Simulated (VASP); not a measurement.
Runs of VASP 6.6.1 on BaTiO3. The structure is that of space group Pm-3m (No. 221), or close to it. The cells are those of the table. 

| cell | gap on the mesh (eV) | pressure (GPa) |
| --- | --- | --- |
| a = 4.006, b = 4.006, c = 3.906 Å, 5 atoms | 1.64 | -2.8 |
| a = 4.006, b = 4.006, c = 3.806 Å, 5 atoms | (c) | 2.7 |
| a = 4.006, b = 4.006, c = 4.106 Å, 5 atoms | 1.56 | -10.9 |
| a = 4.006, b = 4.006, c = 4.206 Å, 5 atoms | 1.47 | (b) |
| a = 4.006 Å, 5 atoms | (a) | -7.3 |

Alike in all rows: task single point; level LDA; potentials or basis VASP PAW LDA potentials, release 64 (Ba_sv, Ti_sv, O); no spin polarisation; k mesh 6 × 6 × 6; cutoff (eV) 520; smearing fermi-dirac 0.02 eV.

Problem. Fill in the values left out.

Solution. (a) 1.65; (b) -13.7; (c) 1.62.

Caveats: spin-orbit coupling is left out, which moves the levels of the heavy elements; the cell stands under tension (at least some runs).

A k mesh can miss the band edges, and the runs leave out spin-orbit coupling on Ba.
